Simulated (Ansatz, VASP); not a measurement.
One calculation of Ru, two programs

```
CELL_PARAMETERS angstrom
2.70783 0.00000 0.00000
-1.35391 2.34505 0.00000
0.00000 0.00000 4.26810
ATOMIC_POSITIONS crystal
Ru 0.33333 0.66667 0.25000
Ru 0.66667 0.33333 0.75000
```

Alike in both runs: task relaxation of cell and atoms; functional PBE; k mesh 18 × 18 × 10; occupations gaussian, width 0.1 eV; no spin polarisation.

|  | VASP | Ansatz |
| --- | --- | --- |
| version | VASP 6.6.1 | Ansatz 0.2.0 |
| potentials or method | VASP PAW PBE potentials, release 64 (Ru_pv), cutoff 500 eV | scalar-relativistic, plane waves, PAW |
| valence electrons in the cell | 28 | 32 |

```csv
,VASP,Ansatz,Ansatz less VASP
"gap on the k mesh at the Fermi level, each at its own relaxed structure (eV)",none,none,-
relaxed volume (Å³/atom),13.76,13.76,+0.001
relaxed cell length with the largest relative difference (Å),2.720,2.720,+0.0001
```

A gap of «none» marks a metal or a gap that the smearing closes. VASP's potentials hold 28 valence electrons a cell and Ansatz's 32, so a difference there can come from the potentials and not from the codes.
